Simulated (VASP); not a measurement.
Wanted: the native input for a VASP 6.6.1 run.

* Task: single point
* Functional: PBE
* Potentials or basis: VASP PAW PBE potentials, release 64 (Hf_pv, O)
* Cutoff: 520 eV
* k mesh: 6 × 6 × 4
* Occupations: gaussian, width 0.02 eV
* Spin: no spin polarisation
* Dipole correction: no
* Further INCAR settings: ALGO = Normal; EDIFF = 1e-07; NBANDS = 31

The structure of HfO2 lies in POSCAR:

```
HfO2
1.0
    3.6043810969      0.0000000000      0.0000000000
    0.0000000000      3.6043810969      0.0000000000
    0.0000000000      0.0000000000      5.2640390390
Hf O
2 4
Direct
    0.0000000000      0.0000000000      0.0000000000
    0.5000000000      0.5000000000      0.5000000000
    0.0000000000      0.5000000000      0.3066653532
    0.0000000000      0.5000000000      0.8066653532
    0.5000000000      0.0000000000      0.6933346468
    0.5000000000      0.0000000000      0.1933346468
```

These files were run (other wordings do the same):

INCAR

```
ALGO = Normal ; EDIFF = 1E-7
ENCUT = 520 ; GGA = PE
ISIF = 2 ; ISMEAR = 0
LASPH = T ; LCHARG = T
LELF = T ; LREAL = F
LVHAR = T ; LWAVE = F
NBANDS = 31 ; NELM = 60
PREC = Accurate ; SIGMA = 0.02
```

KPOINTS

```
k-points
0
Gamma
  6 6 4
```

Potentials or basis: VASP PAW PBE potentials, release 64 (Hf_pv, O).

Run with:

```console
$ cat potpaw_PBE.64/Hf_pv/POTCAR potpaw_PBE.64/O/POTCAR > POTCAR
$ mpirun -np 1 vasp_std > vasp.out
```

It gave:

```json
{
  "Pressure": "-3.2 GPa",
  "Largest force": "0.052 eV/Å",
  "Band gap on the k mesh": "4.65 eV, indirect (least direct gap 4.72 eV)"
}
```

Caveat: spin-orbit coupling is left out, which moves the levels of the heavy elements.

Run time: 31 s on 1 thread of Intel(R) Xeon(R) 6975P-C (Granite Rapids) (shared host), peak memory 0.2 GiB.
